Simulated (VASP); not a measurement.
Write the native input for VASP 6.6.1 that does the following.

```
Task                   : single point
Functional             : revPBE
Potentials or basis    : VASP PAW PBE potentials, release 64 (Ni, Si)
Cutoff                 : 520 eV
k mesh                 : 5 × 5 × 5
Occupations            : fermi-dirac, width 0.05 eV
Spin                   : collinear spin, ferromagnetic start
Starting moments       : [1.0, 0.0, 0.0] μB
Dipole correction      : no
Further INCAR settings : ALGO = Normal; EDIFF = 1e-07; NBANDS = 20
```

The structure of Si2Ni lies in POSCAR:

```
Si2Ni
1.0
    0.0000000000      2.7030000000      2.7030000000
    2.7030000000      0.0000000000      2.7030000000
    2.7030000000      2.7030000000      0.0000000000
Ni Si
1 2
Direct
    0.0000000000      0.0000000000      0.0000000000
    0.7500000000      0.7500000000      0.7500000000
    0.2500000000      0.2500000000      0.2500000000
```

The input as run:

INCAR

```
PREC = Accurate ; ENCUT = 520
EDIFF = 1E-7 ; ISMEAR = -1
SIGMA = 0.05 ; LREAL = False
LASPH = True ; NELM = 150
ALGO = Normal ; ISIF = 2
LWAVE = False ; LCHARG = True
ISPIN = 2 ; MAGMOM = 1 0 0
LORBIT = 11 ; LMAXMIX = 4
GGA = RE ; LELF = True
LVHAR = True ; NBANDS = 20
```

KPOINTS

```
Automatic mesh
0
Gamma
  5 5 5
```

Potentials or basis: VASP PAW PBE potentials, release 64 (Ni, Si).

Run with:

```console
$ cat potpaw_PBE.64/Ni/POTCAR potpaw_PBE.64/Si/POTCAR > POTCAR
$ mpirun -np 1 vasp_std > vasp.out
```

It gave:

```yaml
Pressure: 5.6 GPa
Band_gap_on_the_k_mesh: zero (filled and empty bands overlap)
Net_moment: 0.00 μB per cell
Valence_electrons_inside_the_program's_atomic_spheres: Ni 9.80; Si 1.59
```

Caveat: the k points lie up to 0.40 Å⁻¹ apart; the PAW data sets were made with another functional, which shifts forces and pressure a little.

Run time: 10 s on 1 thread of Intel(R) Xeon(R) 6975P-C (Granite Rapids), on a shared host, peak memory 0.17 GiB.
